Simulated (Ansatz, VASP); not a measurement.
This is a calculation of Ga for Ansatz 0.2.0.

File input.yaml:

```yaml
crystal:
  lattice:
    - [1.383, -4.0265, 0.0]
    - [1.383, 4.0265, 0.0]
    - [-0.1174474948, 0.0, 3.3299294416]
  atoms:
    - { symbol: Ga, position: [0.116991, 0.856835, 0.748342] }
    - { symbol: Ga, position: [0.866666, 0.132424, 0.236628] }
kpoints:
  mp_grid: { grid: [10, 10, 8] }
scf:
  occupations: { method: fermi_dirac, width: 0.05 }
hamiltonian:
  xc: pbe
  pseudopotentials: { kind: all_electron, lapw: { basis_error: 0.001 } }
output:
  forces: true
  stress: true
  eigenvalues: true
  populations: true
```

Potentials or basis: all-electron LAPW, scalar-relativistic.

Run with:

```sh
$ ansatz run input.yaml --threads 1 --pin off --max-ram 3072MiB --backend cpu --events-out ev --progress --plain --runs-dir out
```

Task: Translate it to VASP 6.6.1. Potentials there: VASP PAW PBE potentials, release 64 (Ga_d).

Result: As run (the cutoff follows the program's own potentials):

The input INCAR:

```
  PREC = Accurate
  ENCUT = 520
  EDIFF = 1E-6
  ISMEAR = -1
  SIGMA = 0.05
  LREAL = F
  LASPH = T
  NELM = 80
  ALGO = Fast
  ISIF = 2
  LWAVE = F
  LCHARG = T
  GGA = PE
  LELF = T
  LVHAR = T
  NBANDS = 20
```

Contents of KPOINTS:

```
regular mesh
0
Gamma
  10 10 8
```

File POSCAR:

```
Ga
1.0
    1.3830000000     -4.0265000000      0.0000000000
    1.3830000000      4.0265000000      0.0000000000
   -0.1174474948      0.0000000000      3.3299294416
Ga
2
Direct
    0.1169910000      0.8568350000      0.7483420000
    0.8666660000      0.1324240000      0.2366280000
```

Potentials or basis: VASP PAW PBE potentials, release 64 (Ga_d).

Launch:

```sh
$ cat potpaw_PBE.64/Ga_d/POTCAR > POTCAR
$ mpirun -np 1 vasp_std > vasp.out
```

Both were run:

|  | VASP | Ansatz | Ansatz less VASP |
| --- | --- | --- | --- |
| gap on the k mesh at the Fermi level (eV) | none | none | - |
| pressure (GPa) | 1.7 | 1.7 | +0.01 |
| traceless stress, the component that is largest in VASP (GPa) | -1.02 | -1.00 | +0.022 |
| rms of the force components (eV/Å) | 0.107 | 0.105 | -0.0019 |

Atom by atom the forces differ by 0.002 eV/Å (rms over components). A gap of «none» marks a metal or a gap that the smearing closes. Ansatz ran all-electron here, and VASP with PAW potentials.
